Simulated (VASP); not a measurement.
A run of VASP 6.6.1:

The input INCAR:

```
SYSTEM = Ba4Er
  ALGO = Normal
  EDIFF = 1E-6
  ENCUT = 500
  GGA = PE
  GGA_COMPAT = .False.
  ISIF = 2
  ISMEAR = 0
  LASPH = .True.
  LCHARG = .False.
  LMAXMIX = 6
  LREAL = .False.
  LWAVE = .False.
  NBANDS = 32
  NELM = 200
  PREC = Accurate
  SIGMA = 0.1
```

KPOINTS

```
k-points
0
Gamma
  3 3 3
  0 0 0
```

The input POSCAR:

```
Ba4Er
1.0
    4.0643599275      2.3465592982      4.9175674062
   -4.0643599275      2.3465592982      4.9175674062
    0.0000000000     -4.6931185965      4.9175674062
Ba Er
4 1
Direct
    0.5234025084      0.0158126834      0.5234025084
    0.5234025084      0.5234025084      0.0158126834
    0.0158126834      0.5234025084      0.5234025084
    0.1370854362      0.1370854362      0.1370854362
    0.8956118635      0.8956118635      0.8956118635
```

Potentials or basis: VASP PAW PBE potentials, release 64 (Ba_sv, Er_3), 4f in core.

Launch:

```bash
$ cat potpaw_PBE.64/Ba_sv/POTCAR potpaw_PBE.64/Er_3/POTCAR > POTCAR
$ mpirun -np 1 vasp_std > vasp.out
```

Hardware: 1 thread of AMD EPYC 9R45 96-Core Processor (Zen 5) (shared host).

How long does it take, and how much memory?

Wall time 33 s on 1 thread of AMD EPYC 9R45 96-Core Processor (Zen 5) (shared host), peak memory 0.32 GiB. Counts: scf iterations 13, k points 6.
